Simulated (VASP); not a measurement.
# Ag (Fm-3m) in VASP: settings compared

Ag is run at these levels: r2SCAN+D4, r2SCAN; tasks: single point.

Everything below comes from runs of VASP 6.6.1. Logs are shortened: lines on timing, memory, paths and dates and some standing lists are left out, and cuts for length are marked.

## (1) The cell of the first run

It takes space group Fm-3m (No. 225, cubic). Conventional cell: a = 4.113 Å, b = 4.113 Å, c = 4.113 Å, α = 90.00°, β = 90.00°, γ = 90.00°. Within 3.8 Å of Ag (site symmetry m-3m) lie 12 Ag at 2.91 Å.

## (2) Single point, r2SCAN+D4

POSCAR reads:

```
Ag
1.0
    0.0000000000      2.0562785400      2.0562785400
    2.0562785400      0.0000000000      2.0562785400
    2.0562785400      2.0562785400      0.0000000000
Ag
1
Direct
    0.0000000000      0.0000000000      0.0000000000
```

INCAR.step1 reads:

```
ALGO = Normal ; EDIFF = 1E-4
ENCUT = 520 ; GGA = PE
ISMEAR = -1 ; LASPH = T
LCHARG = F ; LREAL = F
LWAVE = T ; NBANDS = 12
NELM = 80 ; PREC = Accurate
SIGMA = 0.05
```

INCAR.step2 reads:

```
ALGO = Normal ; EDIFF = 1E-6
ENCUT = 520 ; ISIF = 2
ISMEAR = -1 ; ISTART = 1
IVDW = 13 ; LASPH = T
LCHARG = F ; LMIXTAU = T
LREAL = F ; LWAVE = F
METAGGA = R2SCAN ; NBANDS = 12
NELM = 80 ; PREC = Accurate
SIGMA = 0.05 ; VDW_A1 = 0.51559235
VDW_A2 = 5.77342911 ; VDW_S6 = 1.0
VDW_S8 = 0.6018749
```

KPOINTS reads:

```
k-points
0
Gamma
  11 11 11
```

Potentials or basis: VASP PAW PBE potentials, release 64 (Ag).

The run is started by

```sh
> cat potpaw_PBE.64/Ag/POTCAR > POTCAR
> cp INCAR.step1 INCAR
> mpirun -np 1 vasp_std > vasp.out
> cp INCAR.step2 INCAR
> mpirun -np 1 vasp_std > vasp.out
```

OUTCAR:

```text
EDIFF = 1E-6
   ENCUT = 520
   ISIF = 2
   ISMEAR = -1
   ISTART = 1
   IVDW = 13
   LASPH = T
   LREAL = F
   METAGGA = R2SCAN
   NELM = 80
   PREC = Accurate

 ion  position               nearest neighbor table
   1  0.000  0.000  0.000-

  LATTYP: Found a face centered cubic cell.
 ALAT       =     4.1125570800

  Lattice vectors:

 A1 = (   0.0000000000,   2.0562785400,   2.0562785400)
 A2 = (   2.0562785400,   0.0000000000,   2.0562785400)
 A3 = (   2.0562785400,   2.0562785400,   0.0000000000)

Analysis of symmetry for initial positions (statically):
=====================================================================
 Subroutine PRICEL returns:
 Original cell was already a primitive cell.

 Routine SETGRP: Setting up the symmetry group for a
 face centered cubic supercell.

 Subroutine GETGRP returns: Found 48 space group operations
 (whereof 48 operations were pure point group operations)
 out of a pool of 48 trial point group operations.

The static configuration has the point symmetry O_h .

Analysis of symmetry for dynamics (positions and initial velocities):
=====================================================================
 Subroutine PRICEL returns:
 Original cell was already a primitive cell.

 Routine SETGRP: Setting up the symmetry group for a
 face centered cubic supercell.

 Subroutine GETGRP returns: Found 48 space group operations
 (whereof 48 operations were pure point group operations)
 out of a pool of 48 trial point group operations.

The dynamic configuration has the point symmetry O_h .

 Subroutine INISYM returns: Found 48 space group operations
 (whereof 48 operations are pure point group operations),
 and found     1 'primitive' translations

----------------------------------------------------------------------------------------

                                     Primitive cell

  volume of cell :      17.3890

  direct lattice vectors                    reciprocal lattice vectors
     0.000000000  2.056278540  2.056278540    -0.243157719  0.243157719  0.243157719
     2.056278540  0.000000000  2.056278540     0.243157719 -0.243157719  0.243157719
     2.056278540  2.056278540  0.000000000     0.243157719  0.243157719 -0.243157719

  length of vectors
     2.908016999  2.908016999  2.908016999     0.421161524  0.421161524  0.421161524

  position of ions in fractional coordinates (direct lattice)
     0.000000000  0.000000000  0.000000000

  ion indices of the primitive-cell ions
   primitive index   ion index
                 1           1

----------------------------------------------------------------------------------------

 KPOINTS: k-points

Automatic generation of k-mesh.
 Grid dimensions read from file:
 generate k-points for:   11   11   11

 Generating k-lattice:

  Cartesian coordinates                     Fractional coordinates (reciprocal lattice)
    -0.022105247  0.022105247  0.022105247     0.090909091  0.000000000  0.000000000
     0.022105247 -0.022105247  0.022105247     0.000000000  0.090909091  0.000000000
     0.022105247  0.022105247 -0.022105247     0.000000000  0.000000000  0.090909091

  Length of vectors
     0.038287411  0.038287411  0.038287411

  Shift w.r.t. Gamma in fractional coordinates (k-lattice)
     0.000000000  0.000000000  0.000000000

 Subroutine IBZKPT returns following result:
 ===========================================

 Found     56 irreducible k-points:

 Following reciprocal coordinates:
            Coordinates               Weight
  0.000000  0.000000  0.000000      1.000000
  0.090909  0.000000  0.000000      8.000000
  0.181818  0.000000  0.000000      8.000000
  0.272727  0.000000  0.000000      8.000000
  0.363636  0.000000  0.000000      8.000000
  0.454545  0.000000  0.000000      8.000000
[... 16 lines left out ...]
 -0.272727  0.181818  0.000000     24.000000
 -0.181818  0.181818  0.000000     12.000000
 [... further k-points ...]
   k-points           NKPTS =     56   k-points in BZ     NKDIM =     56   number of bands    NBANDS=     12
   number of dos      NEDOS =    301   number of ions     NIONS =      1
   total plane-waves  NPLWV =  13824
   dimension x,y,z NGX =    24 NGY =   24 NGZ =   24
   dimension x,y,z NGXF=    48 NGYF=   48 NGZF=   48
   ions per type =               1
   NGX,Y,Z   is equivalent  to a cutoff of  13.72, 13.72, 13.72 a.u.
   NGXF,Y,Z  is equivalent  to a cutoff of  27.44, 27.44, 27.44 a.u.
 SYSTEM =  unknown system
   PREC   = accura    normal or accurate (medium, high low for compatibility)
   ISTART =      1    job   : 0-new  1-cont  2-samecut
   ICHARG =      0    charge: 1-file 2-atom 10-const
   ISPIN  =      1    spin polarized calculation?
   LNONCOLLINEAR =      F non collinear calculations
   LSORBIT =      F    spin-orbit coupling
   LASPH  =      T    aspherical Exc in radial PAW
   ENCUT  =  520.0 eV  38.22 Ry    6.18 a.u.   5.41  5.41  5.41*2*pi/ulx,y,z
   NELM   =     80;   NELMIN=  2; NELMDL=  0     # of ELM steps
   EDIFF  = 0.1E-05   stopping-criterion for ELM
   LREAL  =      F    real-space projection
   EDIFFG = 0.1E-04   stopping-criterion for IOM
   NSW    =      0    number of steps for IOM
   IBRION =     -1    ionic relax: 0-MD 1-quasi-New 2-CG
   NFREE  =      0    steps in history (QN), initial steepest desc. (CG)
   ISIF   =      2    stress and relaxation
   ISYM   =      2    0-nonsym 1-usesym 2-fastsym
   POTIM  = 0.5000    time-step for ionic-motion
   TEBEG  =    0.0;   TEEND  =   0.0 temperature during run
   PSTRESS=    0.0 pullay stress
   NELECT =      11.0000    total number of electrons
   NUPDOWN=      -1.0000    fix difference up-down
   EMIN   =  10.00;   EMAX   =-10.00  energy-range for DOS
   EFERMI =   0.00;   METHOD = LEGACY
   ISMEAR =    -1;   SIGMA  =   0.05  broadening in eV -4-tet -1-fermi 0-gaus
   EFERMI_NEDOS =   21; number of points for ismear=-14 and -15
   IALGO  =     38    algorithm
   IMIX   =      4    mixing-type and parameters
     AMIX     =   0.40;   BMIX     =  1.00
     AMIX_MAG =   1.60;   BMIX_MAG =  1.00
  volume/ion in A,a.u.               =      17.39       117.35
  Fermi-wavevector in a.u.,A,eV,Ry     =   1.405337  2.655702 26.871123  1.974972
  Thomas-Fermi vector in A             =   2.527808
   LORBIT       =      0    0 simple, 1 ext, 2 COOP (PROOUT), +10 PAW based schemes
   METAGGA = R2SCAN    functional components
   LHFCALC =     F    Hartree Fock is set to
   AEXX    =    0.0000 exact exchange contribution
   IVDW    =    13    specifies the selected vdW correction
   LEPSILON=     F    determine dielectric tensor
   LRPA    =     F    only Hartree local field effects (RPA)
 non-spin polarized calculation
  energy-cutoff  :      520.00
  volume of cell :       17.39
 maximum number of plane-waves:       487
 NGX is ok and might be reduce to    24
   NGX = 11   NGY = 11   NGZ = 11

 number of electron      10.9999999 magnetization

 Free energy of the ion-electron system (eV)
  ---------------------------------------------------
  ext. energy  EPLUGINS =         0.00000000
  ---------------------------------------------------
  free energy    TOTEN  =       -21.35976662 eV

  energy without entropy =      -21.35615724  energy(sigma->0) =      -21.35796193

 E-fermi :   8.4531     XC(G=0): -12.8349

 val. band max:        8.0754880290   @ k =   0.4545   0.2727   0.0000
 cond. band min:       8.4544150313   @ k =  -0.4545   0.0909   0.0000
 fundamental gap:      0.3789270023
 Fermi energy:         8.4531138113

 k-point     1 :       0.0000    0.0000    0.0000
  band No.  band energies     occupation
      1       0.3499      2.00000
      2       3.0889      2.00000
      3       3.0889      2.00000
      4       3.0889      2.00000
      5       4.0966      2.00000
      6       4.0966      2.00000
      7      24.7606      0.00000
      8      28.3716      0.00000
      9      28.3716      0.00000
     10      28.3716      0.00000
     11      33.2895      0.00000
     12      34.2041      0.00000

 k-point     2 :       0.0909    0.0000    0.0000
  band No.  band energies     occupation
      1       0.6091      2.00000
      2       3.0366      2.00000
      3       3.1566      2.00000
      4       3.1566      2.00000
      5       4.0734      2.00000
      6       4.0734      2.00000
      7      24.6728      0.00000
      8      26.5260      0.00000
      9      28.4426      0.00000
     10      28.4426      0.00000
     11      32.8117      0.00000
     12      33.9385      0.00000

 k-point     3 :       0.1818    0.0000    0.0000
  band No.  band energies     occupation
      1       1.2678      2.00000
      2       3.0276      2.00000
      3       3.2770      2.00000
      4       3.2770      2.00000
      5       4.0850      2.00000
      6       4.0850      2.00000
      7      22.2516      0.00000
      8      25.6321      0.00000
      9      28.4974      0.00000
     10      28.4974      0.00000
     11      31.6458      0.00000
     12      32.9523      0.00000
[... 286 lines left out ...]
 k-point    23 :      -0.2727    0.1818    0.0000
  band No.  band energies     occupation
      1       2.3084      2.00000
      2       2.9239      2.00000
      3       3.4175      2.00000
      4       3.5634      2.00000
      5       4.1256      2.00000
      6       6.6793      2.00000
      7      17.0123      0.00000
      8      20.2734      0.00000
      9      26.0685      0.00000
     10      27.4863      0.00000
     11      30.9962      0.00000
     12      33.5154      0.00000

 k-point    24 :      -0.1818    0.1818    0.0000
  band No.  band energies     occupation
      1       2.3316      2.00000
      2       2.7014      2.00000
      3       3.3272      2.00000
      4       3.6953      2.00000
      5       3.7178      2.00000
      6       5.3186      2.00000
      7      20.4105      0.00000
      8      20.7542      0.00000
      9      27.3822      0.00000
     10      29.2421      0.00000
     11      29.7682      0.00000
     12      33.3666      0.00000

 [... further k-points ...]

------------------------ aborting loop because EDIFF is reached ----------------------------------------

  DFT-D4 for vdW energy calculation

  Edisp (eV):   -0.19309

  FORCE on cell =-STRESS in cart. coord.  units (eV):
  Direction    XX          YY          ZZ          XY          YZ          ZX
  --------------------------------------------------------------------------------------
  -------------------------------------------------------------------------------------
  Total      -0.24528    -0.24528    -0.24528     0.00000    -0.00000    -0.00000
  in kB     -22.59918   -22.59918   -22.59918     0.00000    -0.00000    -0.00000
  external pressure =      -22.60 kB  Pullay stress =        0.00 kB

 VOLUME and BASIS-vectors are now :
 -----------------------------------------------------------------------------
  energy-cutoff  :      520.00
  volume of cell :       17.39
      direct lattice vectors                 reciprocal lattice vectors
     0.000000000  2.056278540  2.056278540    -0.243157719  0.243157719  0.243157719
     2.056278540  0.000000000  2.056278540     0.243157719 -0.243157719  0.243157719
     2.056278540  2.056278540  0.000000000     0.243157719  0.243157719 -0.243157719

 POSITION                                       TOTAL-FORCE (eV/Angst)
 -----------------------------------------------------------------------------------
      0.00000      0.00000      0.00000         0.000000      0.000000      0.000000
 -----------------------------------------------------------------------------------
    total drift:                                0.000000      0.000000     -0.000000

  FREE ENERGIE OF THE ION-ELECTRON SYSTEM (eV)
  ---------------------------------------------------
  free  energy   TOTEN  =       -21.5528550236 eV

  energy  without entropy=      -21.5492456468  energy(sigma->0) =      -21.55105034
```

Run time: 32 s. Hardware: 1 thread of Intel Xeon 6975P-C, shared host; peak memory 0.15 GiB.

What came out:

```
Free energy                : -21.5529 eV
Pressure                   : -2.3 GPa
Dispersion energy per atom : -0.193 eV
```

Caveat: the PAW data sets were made with another functional, which shifts forces and pressure a little; pairwise dispersion overbinds metals, which lowers pressure and volume.

## (3) Single point, r2SCAN+D4

This run uses another cell than the first one, of 17.73 Å³/atom, 1.020 times its volume.

POSCAR reads:

```
Ag
1.0
    0.0000000000      2.0696313722      2.0696313722
    2.0696313722      0.0000000000      2.0696313722
    2.0696313722      2.0696313722      0.0000000000
Ag
1
Direct
    0.0000000000      0.0000000000      0.0000000000
```

INCAR.step1 reads:

```
ALGO = Normal
EDIFF = 1E-4
ENCUT = 520
GGA = PE
ISMEAR = -1
LASPH = True
LCHARG = False
LREAL = False
LWAVE = True
NBANDS = 12
NELM = 100
PREC = Accurate
SIGMA = 0.05
```

INCAR.step2 reads:

```
ALGO = Normal
EDIFF = 1E-6
ENCUT = 520
ISIF = 2
ISMEAR = -1
ISTART = 1
IVDW = 13
LASPH = True
LCHARG = True
LELF = True
LMIXTAU = True
LREAL = False
LVHAR = True
LWAVE = False
METAGGA = R2SCAN
NBANDS = 12
NELM = 100
PREC = Accurate
SIGMA = 0.05
VDW_A1 = 0.51559235
VDW_A2 = 5.77342911
VDW_S6 = 1.0
VDW_S8 = 0.6018749
```

KPOINTS is that of step 2.

Potentials or basis: VASP PAW PBE potentials, release 64 (Ag).

The run is started by

```sh
> cat potpaw_PBE.64/Ag/POTCAR > POTCAR
> cp INCAR.step1 INCAR
> mpirun -np 1 vasp_std > vasp.out
> cp INCAR.step2 INCAR
> mpirun -np 1 vasp_std > vasp.out
```

Run time: 34 s. Hardware: 1 thread of Intel Xeon 6975P-C, shared host; peak memory 0.15 GiB.

Results (log left out):

```
Free energy                : -21.5463 eV
Pressure                   : -4.0 GPa
Dispersion energy per atom : -0.190 eV
```

Levels at points of the mesh, in eV from the Fermi level:
```csv
k point,band 3,band 4,band 5,band 6,band 7,band 8,band 9,band 10
"(0.00, 0.00, 0.00)",-5.30,-5.30,-4.33,-4.33,16.25,19.74,19.74,19.74
```

Caveat: the PAW data sets were made with another functional, which shifts forces and pressure a little; pairwise dispersion overbinds metals, which lowers pressure and volume.

## (4) Single point, r2SCAN

POSCAR reads:

```
Ag
1.0
    0.0000000000      2.0562785400      2.0562785400
    2.0562785400      0.0000000000      2.0562785400
    2.0562785400      2.0562785400      0.0000000000
Ag
1
Direct
    0.0000000000      0.0000000000      0.0000000000
```

INCAR.step1 reads:

```
PREC = Accurate
ENCUT = 520
ISMEAR = -1
SIGMA = 0.05
LREAL = False
LASPH = True
NELM = 100
NBANDS = 12
GGA = PE
ALGO = Normal
EDIFF = 1E-4
LWAVE = True
LCHARG = False
```

INCAR.step2 reads:

```
PREC = Accurate
ENCUT = 520
EDIFF = 1E-6
ISMEAR = -1
SIGMA = 0.05
LREAL = False
LASPH = True
NELM = 100
ALGO = Normal
ISIF = 2
LWAVE = False
LCHARG = False
METAGGA = R2SCAN
LMIXTAU = True
NBANDS = 12
ISTART = 1
```

KPOINTS reads:

```
regular mesh
0
Gamma
  11 11 11
```

The run is started by

```sh
> cat potpaw_PBE.64/Ag/POTCAR > POTCAR
> cp INCAR.step1 INCAR
> mpirun -np 1 vasp_std > vasp.out
> cp INCAR.step2 INCAR
> mpirun -np 1 vasp_std > vasp.out
```

It took 35 s on 1 thread of Intel Xeon 6975P-C, shared host; peak memory 0.15 GiB.

Results (log left out):

| Item | Value |
| --- | --- |
| Free energy | -21.3598 eV |
| Pressure | -0.7 GPa |

Levels at points of the mesh, in eV from the Fermi level:
```
           k point  band 3  band 4  band 5  band 6  band 7  band 8  band 9  band 10
(0.00, 0.00, 0.00)   -5.36   -5.36   -4.36   -4.36   16.31   19.92   19.92    19.92
```

Caveat: the PAW data sets were made with another functional, which shifts forces and pressure a little.

(Part 1 of 2 ends here.)
